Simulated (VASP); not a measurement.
Ag, 2 atoms in the cell. The structure is hexagonal, space group P6_3/mmc (No. 194). The conventional cell has a = 2.930 Å, b = 2.930 Å, c = 5.329 Å, α = 90.00°, β = 90.00°, γ = 120.00°. Within 3.9 Å of Ag (site symmetry -6m2) lie 12 Ag at 2.93 to 3.16 Å.  This cell differs from its parent crystal: strain +0.1125 x Voigt [0, 0, 1, 0, 0, 0].

* Program: VASP 6.6.1
* Task: single point
* Functional: LDA
* Potentials or basis: VASP PAW LDA potentials, release 64 (Ag)
* Cutoff: 500 eV
* k mesh: 18 × 18 × 10
* Occupations: methfessel-paxton, width 0.1 eV
* Spin: no spin polarisation
* Dipole correction: no
* Further INCAR settings: ALGO = Normal; EDIFF = 1e-06; NBANDS = 18

Potentials or basis: VASP PAW LDA potentials, release 64 (Ag).

Launch:

```sh
$ cat potpaw_LDA.64/Ag/POTCAR > POTCAR
$ mpirun -np 1 vasp_std > vasp.out
```

Hardware: 1 thread of Intel Xeon 8259CL (shared host).

Estimate the wall time of this run.

It took 2.6 min on 1 thread of Intel Xeon 8259CL, on a shared host, peak memory 0.23 GiB. Counts: scf iterations 11, k points 222.
